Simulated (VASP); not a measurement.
Sn4P:

```xyz
5
Lattice="-3.1640 3.1640 3.1640 3.1640 -3.1640 3.1640 3.1640 3.1640 -3.1640" Properties=species:S:1:pos:R:3 pbc="T T T"
Sn    1.5820    1.5820   -1.5820
Sn   -1.5820    1.5820    1.5820
Sn    1.5820    1.5820    1.5820
Sn    1.5820   -1.5820    1.5820
P     0.0000    0.0000    0.0000
```

The cell was generated, and may not be a known phase.

```yaml
Program: VASP 6.6.1
Task: relaxation of cell and atoms
Functional: PBE
Potentials_or_basis: VASP PAW PBE potentials, release 64 (Sn_d, P)
Cutoff: 600 eV
k_mesh: 4 × 4 × 4
Occupations: gaussian, width 0.1 eV
Spin: no spin polarisation
```

At the start: pressure 8.7 GPa; volume 25.34 Å³/atom.

Problem. How do energy, volume and symmetry change on relaxing?

Solution. Over 3 steps the energy falls by 91.2 meV/atom and the volume is 29.15 Å³/atom (+15.0 %); space group Im-3m (No. 229, to 0.1 Å) before and after.

The path:
| step | energy change (eV) | largest force (eV/Å) | pressure (GPa) | volume (Å³) |
| --- | --- | --- | --- | --- |
| 1 | 0.0000 | 0.0000 | 8.69 | 126.70 |
| 2 | -0.4053 | 0.0000 | -2.00 | 153.61 |
| 3 | -0.4561 | 0.0000 | 0.03 | 145.76 |

Final structure:
```yaml
crystal:
  lattice:
    - [-3.31535, 3.31535, 3.31535]
    - [3.31535, -3.31535, 3.31535]
    - [3.31535, 3.31535, -3.31535]
  atoms:
    - { symbol: Sn, position: [0.00000, 0.00000, 0.50000] }
    - { symbol: Sn, position: [0.50000, 0.00000, 0.00000] }
    - { symbol: Sn, position: [0.50000, 0.50000, 0.50000] }
    - { symbol: Sn, position: [0.00000, 0.50000, 0.00000] }
    - { symbol: P, position: [0.00000, 0.00000, 0.00000] }
```

Caveat: the volume moved by over 15 % at a fixed basis, so the end points are rough.
